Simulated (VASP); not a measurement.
Here is a VASP 6.6.1 calculation.

POSCAR

```
Si3Ge
1.0
    3.7679544322      0.0000000000      0.0000000000
    0.0000000000      3.8880966177      0.0000000000
    0.0000000000      0.0000000000      5.4836775972
Si Ge
3 1
Direct
    0.5000000000      0.0000000000      0.7568927688
    0.5000000000      0.5000000000     -0.0020251618
    0.0000000000      0.5000000000      0.2473100897
    0.0000000000      0.0000000000      0.4978223033
```

File INCAR.step1:

```
  ALGO = Normal
  EDIFF = 1E-5
  ENCUT = 520
  GGA = PE
  ISIF = 2
  ISMEAR = -1
  KPAR = 2
  LASPH = T
  LCHARG = F
  LREAL = F
  LWAVE = T
  NBANDS = 21
  NELM = 100
  PREC = Accurate
  SIGMA = 0.02
```

File INCAR.step2:

```
  ALGO = Normal
  EDIFF = 1E-6
  ENCUT = 520
  GGA = PE
  HFSCREEN = 0.2079
  ISIF = 2
  ISMEAR = -1
  ISTART = 1
  KPAR = 2
  LASPH = T
  LCHARG = F
  LHFCALC = T
  LREAL = F
  LWAVE = F
  NBANDS = 21
  NELM = 100
  PREC = Accurate
  PRECFOCK = Normal
  SIGMA = 0.02
```

The input KPOINTS:

```
k-points
0
Gamma
  4 4 4
```

Potentials or basis: VASP PAW PBE potentials, release 64 (Si, Ge_d).

The run is started by

```sh
$ cat potpaw_PBE.64/Si/POTCAR potpaw_PBE.64/Ge_d/POTCAR > POTCAR
$ cp INCAR.step1 INCAR
$ mpirun -np 2 vasp_std > vasp.out
$ cp INCAR.step2 INCAR
$ mpirun -np 2 vasp_std > vasp.out
```

Problem. What does it give for the largest force?

Solution. 0.055 eV/Å.

Problem. What does it give for the band gap on the k mesh?

Solution. 0.64 eV (least direct gap 0.87 eV).

Problem. Predict the pressure.

Solution. 3.0 GPa.

Stress tensor (GPa, compression positive):
```
6.68 0.00 0.00
0.00 1.28 0.00
0.00 0.00 1.13
```

Caveat: the cell differs from its parent crystal (uniaxial x strain -3.1%); the stress differs along the axes, from 1 to 7 GPa; the PAW data sets were made with another functional, which shifts forces and pressure a little. A k mesh can miss the band edges.
